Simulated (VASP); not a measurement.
## PdRh: single point with PBEsol

PdRh, a slab with vacuum:

```
Pd Rh
1.0
     2.75843    0.00000    0.00000
    -1.37922    2.38887    0.00000
     0.00000    0.00000   19.74287
Pd Rh
2 2
Direct
  0.00000 0.00000 0.32923
  0.66667 0.33333 0.55692
  0.33333 0.66667 0.44308
  0.00000 0.00000 0.67077
```

```
Program                : VASP 6.6.1
Task                   : single point
Functional             : PBEsol
Potentials or basis    : VASP PAW PBE potentials, release 64 (Pd, Rh_pv)
Cutoff                 : 400 eV
k mesh                 : 7 × 7 × 1
Occupations            : methfessel-paxton, width 0.02 eV
Spin                   : no spin polarisation
Dipole correction      : yes
Further INCAR settings : ALGO = Normal; EDIFF = 1e-06; NBANDS = 33; NELMDL = -8
```

```yaml
Largest_force: 0.787 eV/Å
Band_gap_on_the_k_mesh: zero (bands 25 and 26 overlap by 1.52 eV)
```

Forces in eV/Å, atoms in the order of the input:
```
Pd   0.000  0.000  0.447
Pd   0.000  0.000 -0.040
Rh   0.000  0.000  0.381
Rh   0.000  0.000 -0.787
```

Levels at points of the mesh, in eV from the Fermi level:
```
           k point  band 22  band 23  band 24  band 25  band 26  band 27  band 28  band 29
(0.00, 0.00, 0.00)    -1.26    -1.26    -0.91    -0.91    -0.12    -0.12     0.24     0.24
```

Wall time 90 s on 1 thread of AMD EPYC 7R43 64-Core Processor (Zen 3), with other jobs on the host, peak memory 0.16 GiB.

Caveat: the k points lie up to 0.38 Å⁻¹ apart, too coarse for converged energies and pressures of a metal; the PAW data sets were made with another functional, which shifts forces and pressure a little.
